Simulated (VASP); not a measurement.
# TiO (P-6m2) in VASP: notebook

Runs on TiO. Level: PBEsol. Tasks: single point.

All numbers are computed with VASP 6.6.1; they aren't measurements. Logs are shortened: lines on timing, memory, paths and dates and some standing lists are left out, and cuts for length are marked.

## Step 1: The cell of the first run

Symmetry: P-6m2, No. 187, hexagonal system. Conventional cell: a = 2.742 Å, b = 2.742 Å, c = 2.682 Å, α = 90.00°, β = 90.00°, γ = 120.00°. Within 2.8 Å of Ti (site symmetry -6m2) lie 6 O at 2.07 Å and 8 Ti at 2.68 to 2.74 Å. Within 2.8 Å of O (site symmetry -6m2) lie 6 Ti at 2.07 Å and 8 O at 2.68 to 2.74 Å.

## Step 2: Single point, PBEsol

INCAR reads:

```
SYSTEM = TiO
PREC = Accurate
ENCUT = 520
EDIFF = 1E-6
ISMEAR = 0
SIGMA = 0.15
LREAL = .FALSE.
LASPH = .TRUE.
NELM = 80
ALGO = Normal
ISIF = 2
LWAVE = .FALSE.
LCHARG = .TRUE.
GGA = PS
LELF = .TRUE.
LVHAR = .TRUE.
NBANDS = 16
```

KPOINTS reads:

```
regular mesh
0
G
  18 18 16
  0 0 0
```

POSCAR reads:

```
TiO
1.0
    2.7421000000      0.0000000000      0.0000000000
   -1.3710500000      2.3747282597      0.0000000000
    0.0000000000      0.0000000000      2.6820000000
Ti O
1 1
Direct
    0.6666666667      0.3333333333      0.0000000000
    0.0000000000      0.0000000000      0.5000000000
```

Potentials or basis: VASP PAW PBE potentials, release 64 (Ti_sv, O).

Started as:

```bash
$ cat potpaw_PBE.64/Ti_sv/POTCAR potpaw_PBE.64/O/POTCAR > POTCAR
$ mpirun -np 1 vasp_std > vasp.out
```

OUTCAR:

```text
SYSTEM = TiO
   PREC = Accurate
   ENCUT = 520
   EDIFF = 1E-6
   ISMEAR = 0
   LREAL = .FALSE.
   LASPH = .TRUE.
   NELM = 80
   ISIF = 2
   GGA = PS

 ion  position               nearest neighbor table
   1  0.667  0.333  0.000-   2 2.07   2 2.07   2 2.07   2 2.07   2 2.07   2 2.07
   2  0.000  0.000  0.500-   1 2.07   1 2.07   1 2.07   1 2.07   1 2.07   1 2.07

  LATTYP: Found a hexagonal cell.
 ALAT       =     2.7421000000
 C/A-ratio  =     0.9780824915

  Lattice vectors:

 A1 = (   2.7421000000,   0.0000000000,   0.0000000000)
 A2 = (  -1.3710500000,   2.3747282597,   0.0000000000)
 A3 = (   0.0000000000,   0.0000000000,   2.6820000000)

Analysis of symmetry for initial positions (statically):
=====================================================================
 Subroutine PRICEL returns:
 Original cell was already a primitive cell.

 Routine SETGRP: Setting up the symmetry group for a
 hexagonal supercell.

 Subroutine GETGRP returns: Found 12 space group operations
 (whereof 12 operations were pure point group operations)
 out of a pool of 24 trial point group operations.

The static configuration has the point symmetry D_3h.

Analysis of symmetry for dynamics (positions and initial velocities):
=====================================================================
 Subroutine PRICEL returns:
 Original cell was already a primitive cell.

 Routine SETGRP: Setting up the symmetry group for a
 hexagonal supercell.

 Subroutine GETGRP returns: Found 12 space group operations
 (whereof 12 operations were pure point group operations)
 out of a pool of 24 trial point group operations.

The dynamic configuration has the point symmetry D_3h.

 Subroutine INISYM returns: Found 12 space group operations
 (whereof 12 operations are pure point group operations),
 and found     1 'primitive' translations

----------------------------------------------------------------------------------------

                                     Primitive cell

  volume of cell :      17.4645

  direct lattice vectors                    reciprocal lattice vectors
     2.742100000  0.000000000  0.000000000     0.364684001  0.210550406  0.000000000
    -1.371050000  2.374728260  0.000000000     0.000000000  0.421100813  0.000000000
     0.000000000  0.000000000  2.682000000     0.000000000  0.000000000  0.372856078

  length of vectors
     2.742100000  2.742100000  2.682000000     0.421100813  0.421100813  0.372856078

  position of ions in fractional coordinates (direct lattice)
     0.666666667  0.333333333  0.000000000
[... 73 lines left out ...]
   LNONCOLLINEAR =      F non collinear calculations
   LSORBIT =      F    spin-orbit coupling
   LASPH  =      T    aspherical Exc in radial PAW
   ENCUT  =  520.0 eV  38.22 Ry    6.18 a.u.   5.10  5.10  4.99*2*pi/ulx,y,z
   NELM   =     80;   NELMIN=  2; NELMDL= -5     # of ELM steps
   EDIFF  = 0.1E-05   stopping-criterion for ELM
   LREAL  =      F    real-space projection
   EDIFFG = 0.1E-04   stopping-criterion for IOM
   NSW    =      0    number of steps for IOM
   IBRION =     -1    ionic relax: 0-MD 1-quasi-New 2-CG
   NFREE  =      0    steps in history (QN), initial steepest desc. (CG)
   ISIF   =      2    stress and relaxation
   ISYM   =      2    0-nonsym 1-usesym 2-fastsym
   POTIM  = 0.5000    time-step for ionic-motion
   TEBEG  =    0.0;   TEEND  =   0.0 temperature during run
   PSTRESS=    0.0 pullay stress
   NELECT =      18.0000    total number of electrons
   NUPDOWN=      -1.0000    fix difference up-down
   EMIN   =  10.00;   EMAX   =-10.00  energy-range for DOS
   EFERMI =   0.00;   METHOD = LEGACY
   ISMEAR =     0;   SIGMA  =   0.15  broadening in eV -4-tet -1-fermi 0-gaus
   EFERMI_NEDOS =   21; number of points for ismear=-14 and -15
   IALGO  =     38    algorithm
   IMIX   =      4    mixing-type and parameters
     AMIX     =   0.40;   BMIX     =  1.00
     AMIX_MAG =   1.60;   BMIX_MAG =  1.00
  volume/ion in A,a.u.               =       8.73        58.93
  Fermi-wavevector in a.u.,A,eV,Ry     =   1.653663  3.124970 37.206509  2.734601
  Thomas-Fermi vector in A             =   2.742063
   LORBIT       =      0    0 simple, 1 ext, 2 COOP (PROOUT), +10 PAW based schemes
   GGA     = PS    functional components
   LHFCALC =     F    Hartree Fock is set to
   AEXX    =    0.0000 exact exchange contribution
   IVDW    =     0    specifies the selected vdW correction
   LEPSILON=     F    determine dielectric tensor
   LRPA    =     F    only Hartree local field effects (RPA)
 non-spin polarized calculation
 Gauss-broadening in eV      SIGMA  =   0.15
  energy-cutoff  :      520.00
  volume of cell :       17.46
 maximum number of plane-waves:       484
   NGX = 11   NGY = 11   NGZ =  9

 number of electron      18.0000003 magnetization

 Free energy of the ion-electron system (eV)
  ---------------------------------------------------
  ext. energy  EPLUGINS =         0.00000000
  ---------------------------------------------------
  free energy    TOTEN  =       -18.65781114 eV

  energy without entropy =      -18.65714679  energy(sigma->0) =      -18.65747897

 E-fermi :  12.7085     XC(G=0): -13.6868

 val. band max:       12.7057631704   @ k =   0.0000   0.0000   0.3125
 cond. band min:      12.7261608766   @ k =   0.0000   0.0000   0.5000
 fundamental gap:      0.0203977061
 Fermi energy:        12.7084759713

 k-point     1 :       0.0000    0.0000    0.0000
  band No.  band energies     occupation
      1     -44.7095      2.00000
      2     -20.8704      2.00000
      3     -20.5231      2.00000
      4     -20.5231      2.00000
      5      -9.8882      2.00000
      6       6.3878      2.00000
[... 433 lines left out ...]
      3     -20.8411      2.00000
      4     -20.7080      2.00000
      5      -8.2975      2.00000
      6       3.2229      2.00000
[... 8 lines left out ...]
     15      25.8560      0.00000
     16      28.3759      0.00000

 [... further k-points ...]
[... 5 lines left out ...]
  --------------------------------------------------------------------------------------
  -------------------------------------------------------------------------------------
  Total        2.1152320      2.1152320      3.7613154      0.0000000     -0.0000000      0.0000000
  in kB      194.0495358    194.0495358    345.0597899      0.0000000     -0.0000000      0.0000000
  external PRESSURE =     244.3862872 kB  Pullay stress =       0.0000000 kB

 VOLUME and BASIS-vectors are now :
 -----------------------------------------------------------------------------
  energy-cutoff  :      520.00
  volume of cell :       17.46
      direct lattice vectors                 reciprocal lattice vectors
     2.742100000  0.000000000  0.000000000     0.364684001  0.210550406  0.000000000
    -1.371050000  2.374728260  0.000000000     0.000000000  0.421100813  0.000000000
     0.000000000  0.000000000  2.682000000     0.000000000  0.000000000  0.372856078

 POSITION                                       TOTAL-FORCE (eV/Angst)
 -----------------------------------------------------------------------------------
      1.37105      0.79158      0.00000        -0.000000     -0.000000      0.000000
      0.00000      0.00000      1.34100         0.000000      0.000000      0.000000
 -----------------------------------------------------------------------------------
    total drift:                                0.000000     -0.000000      0.000000

  FREE ENERGIE OF THE ION-ELECTRON SYSTEM (eV)
  ---------------------------------------------------
  free  energy   TOTEN  =       -18.6578111384 eV

  energy  without entropy=      -18.6571467949  energy(sigma->0) =      -18.65747897
```

OSZICAR:

```text
N       E                     dE             d eps       ncg     rms          rms(c)
DAV:   1     0.157586014107E+03    0.15759E+03   -0.96869E+03 10688   0.146E+03
DAV:   2    -0.958843731063E+01   -0.16717E+03   -0.15968E+03 11280   0.377E+02
DAV:   3    -0.209406653021E+02   -0.11352E+02   -0.11270E+02 17976   0.937E+01
DAV:   4    -0.211981209448E+02   -0.25746E+00   -0.25734E+00 11520   0.120E+01
DAV:   5    -0.212023840386E+02   -0.42631E-02   -0.42631E-02 13824   0.133E+00    0.171E+01
DAV:   6    -0.187690585329E+02    0.24333E+01   -0.76367E+00 15312   0.431E+01    0.653E+00
DAV:   7    -0.186649717304E+02    0.10409E+00   -0.44211E-01 12320   0.845E+00    0.476E+00
DAV:   8    -0.186642524473E+02    0.71928E-03   -0.18867E-01 14600   0.488E+00    0.115E+00
DAV:   9    -0.186570601172E+02    0.71923E-02   -0.39471E-02 11808   0.264E+00    0.707E-01
DAV:  10    -0.186578801179E+02   -0.82000E-03   -0.20910E-03 12464   0.561E-01    0.138E-01
DAV:  11    -0.186578133753E+02    0.66743E-04   -0.31640E-04 12104   0.190E-01    0.479E-02
DAV:  12    -0.186578122089E+02    0.11664E-05   -0.18708E-05 11832   0.476E-02    0.200E-02
DAV:  13    -0.186578110647E+02    0.11442E-05   -0.43562E-06 11880   0.209E-02    0.526E-03
DAV:  14    -0.186578111384E+02   -0.73688E-07   -0.55989E-07  7368   0.119E-02
   1 F= -.18657811E+02 E0= -.18657479E+02  d E =-.664343E-03
```

stdout:

```text
POSCAR found type information on POSCAR TiO
 POSCAR found :  2 types and       2 ions
 scaLAPACK will be used
 -----------------------------------------------------------------------------
|                                                                             |
|                                                                             |
|     You enforced a specific xc type in the INCAR file but a different       |
|     I HOPE YOU KNOW WHAT YOU ARE DOING!                                     |
|                                                                             |
 -----------------------------------------------------------------------------

 LDA part: xc-table for (Slater+PW92), standard interpolation
 POSCAR, INCAR and KPOINTS ok, starting setup
 FFT: planning ... GRIDC
 FFT: planning ... GRID_SOFT
 FFT: planning ... GRID
 WAVECAR not read
 entering main loop
```

Wall time 2.5 min (1 thread of AMD EPYC 7R13, shared host); peak memory 0.17 GiB.

What came out:

* Free energy: -18.6578 eV
* Pressure: 24.4 GPa
* Band gap on the k mesh: zero (bands 9 and 10 overlap by 0.06 eV)

Stress tensor (GPa, compression positive):
```
19.40  0.00  0.00
 0.00 19.40  0.00
 0.00  0.00 34.51
```

Caveat: the stress differs along the axes, from 19 to 35 GPa; the PAW data sets were made with another functional, which shifts forces and pressure a little; semilocal functionals often make such compounds metallic where correlation or magnetic order opens a gap, which also shifts bond lengths.

[end of part 1 of 2]

The gap in the log of VASP goes by the Fermi energy; the results here count the filled bands.